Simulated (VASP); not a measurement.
# Os (P6_3/mmc) in VASP: a series of runs

Os is run at these levels: r2SCAN+D3(BJ), PBE-based screened hybrid with 25 % exact exchange, HSE06, LDA; tasks: single point.

All numbers are computed with VASP 6.6.1; they aren't measurements. Logs are shortened: lines on timing, memory, paths and dates and some standing lists are left out, and cuts for length are marked.

**1. The cell of the first run**

It takes space group P6_3/mmc (No. 194, hexagonal). The conventional cell has a = 2.678 Å, b = 2.678 Å, c = 4.232 Å, α = 90.00°, β = 90.00°, γ = 120.00°. Within 3.5 Å of Os (site symmetry -6m2) lie 12 Os at 2.62 to 2.68 Å.

**2. Single point, r2SCAN+D3(BJ)**

File POSCAR:

```
Os
1.0
    2.6782863798      0.0000000000      0.0000000000
   -1.3391431899      2.3194640436      0.0000000000
    0.0000000000      0.0000000000      4.2315181138
Os
2
Direct
    0.6666666667      0.3333333333      0.7500000000
    0.3333333333      0.6666666667      0.2500000000
```

File INCAR.step1:

```
SYSTEM = Os
ALGO = Normal
EDIFF = 1E-5
ENCUT = 620
GGA = PE
GGA_COMPAT = .False.
ISMEAR = -1
LASPH = .True.
LCHARG = .False.
LREAL = .False.
LWAVE = .True.
NBANDS = 23
NELM = 120
PREC = Accurate
SIGMA = 0.05
```

File INCAR.step2:

```
SYSTEM = Os
ALGO = Normal
EDIFF = 1E-6
ENCUT = 620
GGA_COMPAT = .False.
ISIF = 2
ISMEAR = -1
ISTART = 1
IVDW = 12
LASPH = .True.
LCHARG = .True.
LELF = .True.
LMIXTAU = .True.
LREAL = .False.
LVHAR = .True.
LWAVE = .False.
METAGGA = R2SCAN
NBANDS = 23
NELM = 120
PREC = Accurate
SIGMA = 0.05
VDW_A1 = 0.49484001
VDW_A2 = 5.73083694
VDW_S6 = 1.0
VDW_S8 = 0.78981345
```

File KPOINTS:

```
k-points
0
Gamma
  11 11 6
  0 0 0
```

Potentials or basis: VASP PAW PBE potentials, release 64 (Os_sv_GW).

Run with:

```bash
> cat potpaw_PBE.64/Os_sv_GW/POTCAR > POTCAR
> cp INCAR.step1 INCAR
> mpirun -np 1 vasp_std > vasp.out
> cp INCAR.step2 INCAR
> mpirun -np 1 vasp_std > vasp.out
```

OUTCAR:

```text
SYSTEM = Os
   EDIFF = 1E-6
   ENCUT = 620
   ISIF = 2
   ISMEAR = -1
   ISTART = 1
   IVDW = 12
   LASPH = .True.
   LREAL = .False.
   METAGGA = R2SCAN
   NELM = 120
   PREC = Accurate
 IVDW          = 12

 ion  position               nearest neighbor table
   1  0.667  0.333  0.750-   2 2.62   2 2.62   2 2.62   2 2.62   2 2.62   2 2.62
   2  0.333  0.667  0.250-   1 2.62   1 2.62   1 2.62   1 2.62   1 2.62   1 2.62

  LATTYP: Found a hexagonal cell.
 ALAT       =     2.6782863798
 C/A-ratio  =     1.5799348963

  Lattice vectors:

 A1 = (   2.6782863798,   0.0000000000,   0.0000000000)
 A2 = (  -1.3391431899,   2.3194640436,   0.0000000000)
 A3 = (   0.0000000000,   0.0000000000,   4.2315181138)

Analysis of symmetry for initial positions (statically):
=====================================================================
 Subroutine PRICEL returns:
 Original cell was already a primitive cell.

 Routine SETGRP: Setting up the symmetry group for a
 hexagonal supercell.

 Subroutine GETGRP returns: Found 24 space group operations
 (whereof 12 operations were pure point group operations)
 out of a pool of 24 trial point group operations.

The static configuration has the point symmetry D_3d.
 The point group associated with its full space group is D_6h.

Analysis of symmetry for dynamics (positions and initial velocities):
=====================================================================
 Subroutine PRICEL returns:
 Original cell was already a primitive cell.

 Routine SETGRP: Setting up the symmetry group for a
 hexagonal supercell.

 Subroutine GETGRP returns: Found 24 space group operations
 (whereof 12 operations were pure point group operations)
 out of a pool of 24 trial point group operations.

The dynamic configuration has the point symmetry D_3d.
 The point group associated with its full space group is D_6h.

 Subroutine INISYM returns: Found 24 space group operations
 (whereof 12 operations are pure point group operations),
 and found     1 'primitive' translations

----------------------------------------------------------------------------------------

                                     Primitive cell

  volume of cell :      26.2870

  direct lattice vectors                    reciprocal lattice vectors
     2.678286380  0.000000000  0.000000000     0.373373067  0.215567041  0.000000000
    -1.339143190  2.319464044  0.000000000     0.000000000  0.431134081  0.000000000
     0.000000000  0.000000000  4.231518114     0.000000000  0.000000000  0.236321805

  length of vectors
[... 81 lines left out ...]
   NELM   =    120;   NELMIN=  2; NELMDL=  0     # of ELM steps
   EDIFF  = 0.1E-05   stopping-criterion for ELM
   LREAL  =      F    real-space projection
   EDIFFG = 0.1E-04   stopping-criterion for IOM
   NSW    =      0    number of steps for IOM
   IBRION =     -1    ionic relax: 0-MD 1-quasi-New 2-CG
   NFREE  =      0    steps in history (QN), initial steepest desc. (CG)
   ISIF   =      2    stress and relaxation
   ISYM   =      2    0-nonsym 1-usesym 2-fastsym
   POTIM  = 0.5000    time-step for ionic-motion
   TEBEG  =    0.0;   TEEND  =   0.0 temperature during run
   PSTRESS=    0.0 pullay stress
   NELECT =      32.0000    total number of electrons
   NUPDOWN=      -1.0000    fix difference up-down
   EMIN   =  10.00;   EMAX   =-10.00  energy-range for DOS
   EFERMI =   0.00;   METHOD = LEGACY
   ISMEAR =    -1;   SIGMA  =   0.05  broadening in eV -4-tet -1-fermi 0-gaus
   EFERMI_NEDOS =   21; number of points for ismear=-14 and -15
   IALGO  =     38    algorithm
   IMIX   =      4    mixing-type and parameters
     AMIX     =   0.40;   BMIX     =  1.00
     AMIX_MAG =   1.60;   BMIX_MAG =  1.00
  volume/ion in A,a.u.               =      13.14        88.70
  Fermi-wavevector in a.u.,A,eV,Ry     =   1.748013  3.303265 41.573251  3.055548
  Thomas-Fermi vector in A             =   2.819202
   LORBIT       =      0    0 simple, 1 ext, 2 COOP (PROOUT), +10 PAW based schemes
   METAGGA = R2SCAN    functional components
   LHFCALC =     F    Hartree Fock is set to
   AEXX    =    0.0000 exact exchange contribution
   IVDW    =    12    specifies the selected vdW correction
   LEPSILON=     F    determine dielectric tensor
   LRPA    =     F    only Hartree local field effects (RPA)
 non-spin polarized calculation
  energy-cutoff  :      620.00
  volume of cell :       26.29
 maximum number of plane-waves:       954
 NGX is ok and might be reduce to    24
   NGX = 11   NGY = 11   NGZ = 17

 number of electron      32.0000000 magnetization

 Free energy of the ion-electron system (eV)
  ---------------------------------------------------
  ext. energy  EPLUGINS =         0.00000000
  ---------------------------------------------------
  free energy    TOTEN  =      -108.01055564 eV

  energy without entropy =     -107.99929195  energy(sigma->0) =     -108.00492379

 E-fermi :  14.7403     XC(G=0): -16.4702

 val. band max:       14.7244599138   @ k =   0.0909   0.0000   0.3333
 cond. band min:      14.7969415479   @ k =   0.3636   0.0909   0.3333
 fundamental gap:      0.0724816340
 Fermi energy:        14.7403463821

 k-point     1 :       0.0000    0.0000    0.0000
  band No.  band energies     occupation
      1     -74.0582      2.00000
      2     -73.8867      2.00000
      3     -33.6124      2.00000
      4     -32.3703      2.00000
      5     -32.3703      2.00000
      6     -32.1396      2.00000
[... 613 lines left out ...]
     22      31.0410      0.00000
     23      31.7612      0.00000

 [... further k-points ...]

------------------------ aborting loop because EDIFF is reached ----------------------------------------

 Edisp (eV)   -0.65336

 E8    (eV) :    -0.2584

  FORCE on cell =-STRESS in cart. coord.  units (eV):
  Direction    XX          YY          ZZ          XY          YZ          ZX
  --------------------------------------------------------------------------------------
  -------------------------------------------------------------------------------------
  Total       4.41129     4.41129     4.65822     0.00000     0.00000    -0.00000
  in kB     268.86585   268.86585   283.91573     0.00000     0.00000    -0.00000
  external pressure =      273.88 kB  Pullay stress =        0.00 kB

 VOLUME and BASIS-vectors are now :
 -----------------------------------------------------------------------------
  energy-cutoff  :      620.00
  volume of cell :       26.29
      direct lattice vectors                 reciprocal lattice vectors
     2.678286380  0.000000000  0.000000000     0.373373067  0.215567041  0.000000000
    -1.339143190  2.319464044  0.000000000     0.000000000  0.431134081  0.000000000
     0.000000000  0.000000000  4.231518114     0.000000000  0.000000000  0.236321805

 POSITION                                       TOTAL-FORCE (eV/Angst)
 -----------------------------------------------------------------------------------
      1.33914      0.77315      3.17364         0.000000      0.000000      0.000000
     -0.00000      1.54631      1.05788        -0.000000     -0.000000      0.000000
 -----------------------------------------------------------------------------------
    total drift:                                0.000000     -0.000000      0.000000

  FREE ENERGIE OF THE ION-ELECTRON SYSTEM (eV)
  ---------------------------------------------------
  free  energy   TOTEN  =      -108.6639175636 eV

  energy  without entropy=     -108.6526538729  energy(sigma->0) =     -108.65828572
```

Run time: 2.1 min. Hardware: 1 thread of AMD EPYC 9R45 (Zen 5), shared host; peak memory 0.17 GiB.

Results:

| Item | Value |
| --- | --- |
| Free energy | -108.6639 eV |
| Pressure | 27.4 GPa |
| Band gap on the k mesh | zero (bands 16 and 17 overlap by 4.48 eV) |
| Dispersion energy per atom | -0.327 eV |

Caveat: the cell stands under pressure; the PAW data sets were made with another functional, which shifts forces and pressure a little; spin-orbit coupling is left out, which moves the levels of the heavy elements.

**3. Single point, PBE-based screened hybrid with 25 % exact exchange**

This run uses another cell than the first one, of 13.86 Å³/atom.

File POSCAR:

```
Os
1.0
    2.7335242363      0.0000000000      0.0000000000
   -1.3667621182      2.3673014305      0.0000000000
    0.0000000000      0.0000000000      4.2842597399
Os
2
Direct
    0.6666666667      0.3333333333      0.7500000000
    0.3333333333      0.6666666667      0.2500000000
```

File INCAR.step1:

```
SYSTEM = Os
PREC = Accurate
ENCUT = 420
EDIFF = 1E-5
ISMEAR = -1
SIGMA = 0.05
LREAL = .FALSE.
LASPH = .TRUE.
NELM = 120
ALGO = Normal
ISIF = 2
LWAVE = .TRUE.
LCHARG = .FALSE.
GGA = PE
NBANDS = 23
GGA_COMPAT = .FALSE.
```

File INCAR.step2:

```
SYSTEM = Os
PREC = Accurate
ENCUT = 420
EDIFF = 1E-6
ISMEAR = -1
SIGMA = 0.05
LREAL = .FALSE.
LASPH = .TRUE.
NELM = 120
ALGO = Normal
ISIF = 2
LWAVE = .FALSE.
LCHARG = .FALSE.
GGA = PE
LHFCALC = .TRUE.
AEXX = 0.25
HFSCREEN = 0.3
PRECFOCK = Normal
ISTART = 1
NBANDS = 23
GGA_COMPAT = .FALSE.
```

File KPOINTS:

```
Automatic mesh
0
G
  6 6 3
  0 0 0
```

Potentials or basis: VASP PAW PBE potentials, release 64 (Os_sv_GW).

Run with:

```bash
> cat potpaw_PBE.64/Os_sv_GW/POTCAR > POTCAR
> cp INCAR.step1 INCAR
> mpirun -np 1 vasp_std > vasp.out
> cp INCAR.step2 INCAR
> mpirun -np 1 vasp_std > vasp.out
```

Wall time 14 min (1 thread of AMD EPYC 9R45 (Zen 5), shared host); peak memory 0.21 GiB.

The run converged. Its results:

* Free energy: -26.1087 eV
* Pressure: -1.9 GPa
* Band gap on the k mesh: zero (bands 16 and 17 overlap by 4.32 eV)

Stress tensor (GPa, compression positive):
```
-1.81  0.00  0.00
 0.00 -1.81  0.00
 0.00  0.00 -2.16
```

Levels at points of the mesh, in eV from the Fermi level:
| k point | band 13 | band 14 | band 15 | band 16 | band 17 | band 18 | band 19 | band 20 |
| --- | --- | --- | --- | --- | --- | --- | --- | --- |
| (0.00, 0.00, 0.00) | -3.04 | -2.59 | -2.59 | -2.00 | -2.00 | -0.01 | 1.93 | 1.93 |
| (0.50, 0.00, 0.00) | -3.28 | -2.94 | -2.05 | 2.32 | 2.97 | 3.12 | 5.02 | 6.39 |

Caveat: the k points lie up to 0.49 Å⁻¹ apart, too coarse for converged energies and pressures of a metal; the PAW data sets were made with another functional, which shifts forces and pressure a little; spin-orbit coupling is left out, which moves the levels of the heavy elements.

**4. Single point, HSE06**

This run uses another cell than the first one, of 14.26 Å³/atom.

File POSCAR:

```
Os
1.0
    2.7522071502      0.0000000000      0.0000000000
   -1.3761035751      2.3834813086      0.0000000000
    0.0000000000      0.0000000000      4.3483081185
Os
2
Direct
    0.6666666667      0.3333333333      0.7500000000
    0.3333333333      0.6666666667      0.2500000000
```

File INCAR.step1:

```
PREC = Accurate
ENCUT = 420
EDIFF = 1E-5
ISMEAR = -1
SIGMA = 0.05
LREAL = F
LASPH = T
NELM = 120
ALGO = Normal
ISIF = 2
LWAVE = T
LCHARG = F
GGA = PE
NBANDS = 23
GGA_COMPAT = F
```

File INCAR.step2:

```
PREC = Accurate
ENCUT = 420
EDIFF = 1E-6
ISMEAR = -1
SIGMA = 0.05
LREAL = F
LASPH = T
NELM = 120
ALGO = Normal
ISIF = 2
LWAVE = F
LCHARG = F
GGA = PE
LHFCALC = T
HFSCREEN = 0.2079
PRECFOCK = Normal
ISTART = 1
NBANDS = 23
GGA_COMPAT = F
```

File KPOINTS:

```
Automatic mesh
0
Gamma
  6 6 3
```

Run with:

```bash
> cat potpaw_PBE.64/Os_sv_GW/POTCAR > POTCAR
> cp INCAR.step1 INCAR
> mpirun -np 1 vasp_std > vasp.out
> cp INCAR.step2 INCAR
> mpirun -np 1 vasp_std > vasp.out
```

Run time: 29 min. Hardware: 1 thread of Intel Xeon Platinum 8488C (Sapphire Rapids), shared host; peak memory 0.24 GiB.

It converged, with:

```
Free energy            : -26.4749 eV
Pressure               : -14.8 GPa
Band gap on the k mesh : zero (bands 16 and 17 overlap by 4.35 eV)
```

Stress tensor (GPa, compression positive):
```
-12.98   0.00   0.00
  0.00 -12.98   0.00
  0.00   0.00 -18.41
```

Levels at points of the mesh, in eV from the Fermi level:
```
           k point  band 12  band 13  band 14  band 15  band 16  band 17  band 18  band 19  band 20  band 21
(0.00, 0.00, 0.00)    -3.52    -3.16    -2.66    -2.66    -1.99    -1.99    -0.23     1.92     1.92     9.88
(0.50, 0.00, 0.00)    -4.17    -3.28    -3.04    -2.17     2.37     2.96     2.99     4.95     6.29     9.97
```

Caveat: the k points lie up to 0.48 Å⁻¹ apart, too coarse for converged energies and pressures of a metal; the PAW data sets were made with another functional, which shifts forces and pressure a little; spin-orbit coupling is left out, which moves the levels of the heavy elements.

**5. Single point, LDA**

This run uses another cell than the first one, of 13.42 Å³/atom.

File INCAR:

```
  PREC = Accurate
  ENCUT = 520
  EDIFF = 1E-6
  ISMEAR = -1
  SIGMA = 0.05
  LREAL = False
  LASPH = True
  NELM = 60
  ALGO = Fast
  ISIF = 2
  LWAVE = False
  LCHARG = False
  GGA = CA
  NBANDS = 15
```

File KPOINTS:

```
Automatic mesh
0
Gamma
  11 11 6
```

File POSCAR:

```
Os
1.0
    2.6971481730      0.0000000000      0.0000000000
   -1.3485740865      2.3357988356      0.0000000000
    0.0000000000      0.0000000000      4.2613185190
Os
2
Direct
    0.6666666667      0.3333333333      0.7500000000
    0.3333333333      0.6666666667      0.2500000000
```

Potentials or basis: VASP PAW LDA potentials, release 64 (Os).

Run with:

```bash
> cat potpaw_LDA.64/Os/POTCAR > POTCAR
> mpirun -np 1 vasp_std > vasp.out
```

OUTCAR:

```text
PREC = Accurate
   ENCUT = 520
   EDIFF = 1E-6
   ISMEAR = -1
   LREAL = False
   LASPH = True
   NELM = 60
   ISIF = 2
   GGA = CA

 ion  position               nearest neighbor table
   1  0.667  0.333  0.750-   2 2.64   2 2.64   2 2.64   2 2.64   2 2.64   2 2.64
   2  0.333  0.667  0.250-   1 2.64   1 2.64   1 2.64   1 2.64   1 2.64   1 2.64

  LATTYP: Found a hexagonal cell.
 ALAT       =     2.6971481730
 C/A-ratio  =     1.5799348963

  Lattice vectors:

[... 620 lines left out ...]
 [... further k-points ...]

------------------------ aborting loop because EDIFF is reached ----------------------------------------

  FORCE on cell =-STRESS in cart. coord.  units (eV):
  Direction    XX          YY          ZZ          XY          YZ          ZX
  --------------------------------------------------------------------------------------
  -------------------------------------------------------------------------------------
  Total        1.7923803      1.7923803      1.9034329     -0.0000000      0.0000000      0.0000000
  in kB      106.9686476    106.9686476    113.5962310     -0.0000000      0.0000000      0.0000000
  external PRESSURE =     109.1778421 kB  Pullay stress =       0.0000000 kB

 VOLUME and BASIS-vectors are now :
 -----------------------------------------------------------------------------
  energy-cutoff  :      520.00
  volume of cell :       26.85
      direct lattice vectors                 reciprocal lattice vectors
     2.697148173  0.000000000  0.000000000     0.370761981  0.214059530  0.000000000
    -1.348574086  2.335798836  0.000000000     0.000000000  0.428119059  0.000000000
     0.000000000  0.000000000  4.261318519     0.000000000  0.000000000  0.234669151

 POSITION                                       TOTAL-FORCE (eV/Angst)
 -----------------------------------------------------------------------------------
      1.34857      0.77860      3.19599         0.000000      0.000000      0.000000
     -0.00000      1.55720      1.06533        -0.000000     -0.000000      0.000000
 -----------------------------------------------------------------------------------
    total drift:                               -0.000000      0.000000     -0.000000

  FREE ENERGIE OF THE ION-ELECTRON SYSTEM (eV)
  ---------------------------------------------------
  free  energy   TOTEN  =       -25.2757460203 eV

  energy  without entropy=      -25.2632160879  energy(sigma->0) =      -25.26948105
```

OSZICAR:

```text
N       E                     dE             d eps       ncg     rms          rms(c)
DAV:   1     0.982102510951E+02    0.98210E+02   -0.76097E+03  1920   0.103E+03
DAV:   2    -0.222330407180E+02   -0.12044E+03   -0.10583E+03  1941   0.323E+02
DAV:   3    -0.267949210003E+02   -0.45619E+01   -0.44195E+01  2592   0.558E+01
DAV:   4    -0.268271769673E+02   -0.32256E-01   -0.32217E-01  2081   0.467E+00
DAV:   5    -0.268273261642E+02   -0.14920E-03   -0.14917E-03  2606   0.309E-01    0.359E+01
RMM:   6    -0.256181497023E+02    0.12092E+01   -0.85564E-01  1920   0.700E+00    0.148E+01
RMM:   7    -0.252830368449E+02    0.33511E+00   -0.93321E-01  1955   0.596E+00    0.131E+00
RMM:   8    -0.252790953754E+02    0.39415E-02   -0.59909E-02  2068   0.291E+00    0.216E+00
RMM:   9    -0.252800775910E+02   -0.98222E-03   -0.20421E-02  2106   0.938E-01    0.175E+00
RMM:  10    -0.252757246863E+02    0.43529E-02   -0.10429E-02  1972   0.113E+00    0.687E-01
RMM:  11    -0.252757436085E+02   -0.18922E-04   -0.63025E-04  2111   0.212E-01    0.521E-01
RMM:  12    -0.252757491412E+02   -0.55327E-05   -0.19895E-05  2160   0.415E-02    0.138E-02
RMM:  13    -0.252757468482E+02    0.22929E-05   -0.22520E-05  2078   0.364E-02    0.157E-01
RMM:  14    -0.252757460203E+02    0.82789E-06   -0.23154E-06  1618   0.194E-02
   1 F= -.25275746E+02 E0= -.25269481E+02  d E =-.125299E-01
```

stdout:

```text
POSCAR found type information on POSCAR Os
 POSCAR found :  1 types and       2 ions
 scaLAPACK will be used
 LDA part: xc-table for (Slater(with rela. corr.)+CA(PZ))
 , standard interpolation
 POSCAR, INCAR and KPOINTS ok, starting setup
 FFT: planning ... GRIDC
 FFT: planning ... GRID_SOFT
 FFT: planning ... GRID
 WAVECAR not read
 entering main loop
```

Run time: 32 s. Hardware: 1 thread of Intel Xeon 8259CL, shared host; peak memory 0.11 GiB.

Results:

| Item | Value |
| --- | --- |
| Free energy | -25.2757 eV |
| Pressure | 10.9 GPa |
| Band gap on the k mesh | zero (bands 8 and 9 overlap by 4.15 eV) |

Levels at points of the mesh, in eV from the Fermi level:
```
           k point  band 5  band 6  band 7  band 8  band 9  band 10  band 11  band 12
(0.00, 0.00, 0.00)   -2.94   -2.31   -2.31   -1.61   -1.61     0.21     1.84     1.84
(0.00, 0.00, 0.50)   -3.41   -3.41   -3.41   -3.41    1.01     1.01     1.01     1.01
```

Caveat: the cell stands under pressure; spin-orbit coupling is left out, which moves the levels of the heavy elements.

**6. Overview**

| level | potentials or basis | cell | k mesh | cutoff (eV) | grid for exact exchange (PRECFOCK) | share of exact exchange | screening parameter | gap on the mesh (eV) | pressure (GPa) |
| --- | --- | --- | --- | --- | --- | --- | --- | --- | --- |
| r2SCAN+D3(BJ) | VASP PAW PBE potentials, release 64 (Os_sv_GW) | a = 2.678, b = 2.678, c = 4.232 Å, angles 90.0, 90.0, 120.0°, 2 atoms | 11 × 11 × 6 | 620 | - | - | - | none | 27.4 |
| PBE-based screened hybrid with 25 % exact exchange | VASP PAW PBE potentials, release 64 (Os_sv_GW) | a = 2.734, b = 2.734, c = 4.284 Å, angles 90.0, 90.0, 120.0°, 2 atoms | 6 × 6 × 3 | 420 | Normal | 0.25 | 0.3 1/Å | none | -1.9 |
| HSE06 | VASP PAW PBE potentials, release 64 (Os_sv_GW) | a = 2.752, b = 2.752, c = 4.348 Å, angles 90.0, 90.0, 120.0°, 2 atoms | 6 × 6 × 3 | 420 | Normal | 0.25 | 0.2079 1/Å | none | -14.8 |
| LDA | VASP PAW LDA potentials, release 64 (Os) | a = 2.697, b = 2.697, c = 4.261 Å, angles 90.0, 90.0, 120.0°, 2 atoms | 11 × 11 × 6 | 520 | - | - | - | none | 10.9 |

Alike in all rows: task single point; no spin polarisation; smearing fermi-dirac 0.05 eV.

Caveats: some runs use coarse meshes; spin-orbit coupling is left out, which moves the levels of the heavy elements; the PAW data sets were made with another functional, which shifts forces and pressure a little (at least some runs); the cell stands under pressure (at least some runs).

Total energies depend on the potentials used, so only differences within one code and one set of settings carry meaning.

The gap in the log of VASP goes by the Fermi energy; the results here count the filled bands.